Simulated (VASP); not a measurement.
Wanted: the native input for a VASP 6.6.1 run.

```yaml
Task: single point
Functional: r2SCAN
Potentials_or_basis: VASP PAW PBE potentials, release 64 (Ta_pv)
Cutoff: 520 eV
k_mesh: 20 × 20 × 20
Occupations: gaussian, width 0.15 eV
Spin: no spin polarisation
Dipole_correction: no
Further_INCAR_settings: ALGO = Normal; EDIFF = 1e-07; NBANDS = 12
```

The system is Ta.

```
CELL_PARAMETERS angstrom
-1.60174 1.60174 1.62651
1.60174 -1.60174 1.62651
1.60174 1.60174 -1.62651
ATOMIC_POSITIONS crystal
Ta 0.00000 0.00000 0.00000
```

This cell differs from its parent crystal: strain -0.030 along x and y, -0.015 along z.

The input as run:

POSCAR

```
Ta
1.0
   -1.6017416000      1.6017416000      1.6265108000
    1.6017416000     -1.6017416000      1.6265108000
    1.6017416000      1.6017416000     -1.6265108000
Ta
1
Direct
    0.0000000000      0.0000000000      0.0000000000
```

INCAR.step1

```
SYSTEM = Ta
ALGO     = Normal         ! electronic algorithm
EDIFF    = 1E-4           ! SCF threshold, eV
ENCUT    = 520            ! plane-wave cutoff, eV
GGA      = PE             ! functional
ISMEAR   = 0              ! smearing method
LASPH    = .True.         ! aspherical terms in the spheres
LCHARG   = .False.        ! write CHGCAR
LREAL    = .False.        ! projectors in reciprocal space
LWAVE    = .True.         ! write WAVECAR
NBANDS   = 12             ! bands
NELM     = 80             ! most SCF steps
PREC     = Accurate       ! precision mode
SIGMA    = 0.15           ! smearing width, eV
```

INCAR.step2

```
SYSTEM = Ta
ALGO     = Normal         ! electronic algorithm
EDIFF    = 1E-7           ! SCF threshold, eV
ENCUT    = 520            ! plane-wave cutoff, eV
ISIF     = 2              ! what is computed and relaxed
ISMEAR   = 0              ! smearing method
ISTART   = 1            
LASPH    = .True.         ! aspherical terms in the spheres
LCHARG   = .False.        ! write CHGCAR
LMIXTAU  = .True.       
LREAL    = .False.        ! projectors in reciprocal space
LWAVE    = .False.        ! write WAVECAR
METAGGA  = R2SCAN         ! meta-GGA
NBANDS   = 12             ! bands
NELM     = 80             ! most SCF steps
PREC     = Accurate       ! precision mode
SIGMA    = 0.15           ! smearing width, eV
```

KPOINTS

```
k-points
0
Gamma
  20 20 20
  0 0 0
```

Potentials or basis: VASP PAW PBE potentials, release 64 (Ta_pv).

Launch:

```bash
$ cat potpaw_PBE.64/Ta_pv/POTCAR > POTCAR
$ cp INCAR.step1 INCAR
$ mpirun -np 1 vasp_std > vasp.out
$ cp INCAR.step2 INCAR
$ mpirun -np 1 vasp_std > vasp.out
```

Results of the run:

```yaml
Pressure: 19.4 GPa
```

Caveat: the cell differs from its parent crystal (strain -0.030 along x and y, -0.015 along z); the PAW data sets were made with another functional, which shifts forces and pressure a little.

It took 2.5 min on 1 thread of Intel(R) Xeon(R) 6975P-C (Granite Rapids), on a shared host, peak memory 0.25 GiB.
